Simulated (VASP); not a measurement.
A run of VASP 6.6.1:

INCAR

```
ALGO = Normal
EDIFF = 1E-7
EDIFFG = -0.005
ENCUT = 600
GGA = PE
IBRION = 2
ISIF = 3
ISMEAR = -1
LASPH = True
LCHARG = False
LREAL = False
LWAVE = False
NELM = 80
NSW = 60
PREC = Accurate
SIGMA = 0.08
```

Contents of KPOINTS:

```
k-points
0
Gamma
  14 14 14
```

POSCAR

```
ZnSe
1.0
    0.0000000000      2.4940015978      2.4940015978
    2.4940015978      0.0000000000      2.4940015978
    2.4940015978      2.4940015978      0.0000000000
Zn Se
1 1
Direct
    0.0000000000      0.0000000000      0.0000000000
    0.5000000000      0.5000000000      0.5000000000
```

Potentials or basis: VASP PAW PBE potentials, release 64 (Zn, Se).

Command:

```bash
$ cat potpaw_PBE.64/Zn/POTCAR potpaw_PBE.64/Se/POTCAR > POTCAR
$ mpirun -np 1 vasp_std > vasp.out
```

Hardware: 1 thread of AMD EPYC 9R45 96-Core Processor (Zen 5), with other jobs on the host.

Task: Estimate the wall time of this run.

Result: It took 110 s on 1 thread of AMD EPYC 9R45 96-Core Processor (Zen 5), with other jobs on the host, peak memory 0.18 GiB. Counts: scf iterations 50, k points 104, ion steps 5.
